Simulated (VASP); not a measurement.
# BaTe: single point with PBE

BaTe:

```
Ba Te
1.0
     4.26247    0.00000    0.00000
     0.00000    4.26247    0.00000
     0.00000    0.00000    4.36903
Ba Te
1 1
Cartesian
  0.0000 0.0000 0.0000
  2.1312 2.1312 2.1845
```

This cell differs from its parent crystal: strain +0.000 along x and y, +0.025 along z.

| Quantity | Value |
| --- | --- |
| Program | VASP 6.6.1 |
| Task | single point |
| Functional | PBE |
| Potentials or basis | VASP PAW PBE potentials, release 64 (Ba_sv, Te) |
| Cutoff | 520 eV |
| k mesh | 6 × 6 × 6 |
| Occupations | gaussian, width 0.05 eV |
| Spin | no spin polarisation |
| Dipole correction | no |
| Further INCAR settings | ALGO = Normal; EDIFF = 1e-06; NBANDS = 15 |

```yaml
Pressure: -0.7 GPa
Band_gap_on_the_k_mesh: 0.76 eV, indirect (least direct gap 0.90 eV)
```

Stress tensor (GPa, compression positive):
```
-0.12  0.00  0.00
 0.00 -0.12  0.00
 0.00  0.00 -1.83
```

Levels at points of the mesh, in eV from the valence-band top:
| k point | band 4 | band 5 | band 6 | band 7 | band 8 | band 9 | band 10 | band 11 | band 12 | band 13 |
| --- | --- | --- | --- | --- | --- | --- | --- | --- | --- | --- |
| (0.00, 0.00, 0.00) | -13.27 | -10.35 | -0.57 | -0.37 | -0.37 | 0.75 | 0.78 | 2.18 | 4.36 | 4.36 |
| (0.50, 0.00, 0.00) | -13.22 | -9.67 | -3.35 | -1.05 | -0.79 | 1.57 | 4.65 | 4.76 | 4.83 | 4.89 |
| (0.50, 0.50, 0.00) | -13.20 | -9.79 | -2.06 | -2.06 | -0.18 | 1.01 | 2.25 | 2.71 | 2.71 | 6.08 |
| (0.00, 0.00, 0.50) | -13.23 | -9.70 | -3.36 | -0.84 | -0.84 | 1.48 | 4.57 | 4.76 | 4.84 | 4.85 |
| (0.50, 0.00, 0.50) | -13.19 | -9.84 | -2.10 | -2.03 | 0.00 | 0.90 | 2.50 | 2.86 | 2.97 | 5.89 |
| (0.50, 0.50, 0.50) | -13.48 | -9.47 | -2.86 | -2.86 | -2.85 | 4.53 | 4.62 | 4.62 | 5.97 | 6.04 |

Run time: 11 s on 1 thread of Intel(R) Xeon(R) 6975P-C (Granite Rapids) (shared host), peak memory 0.2 GiB.

Caveat: the cell differs from its parent crystal (strain +0.000 along x and y, +0.025 along z); spin-orbit coupling is left out, which moves the levels of the heavy elements. A k mesh can miss the band edges.
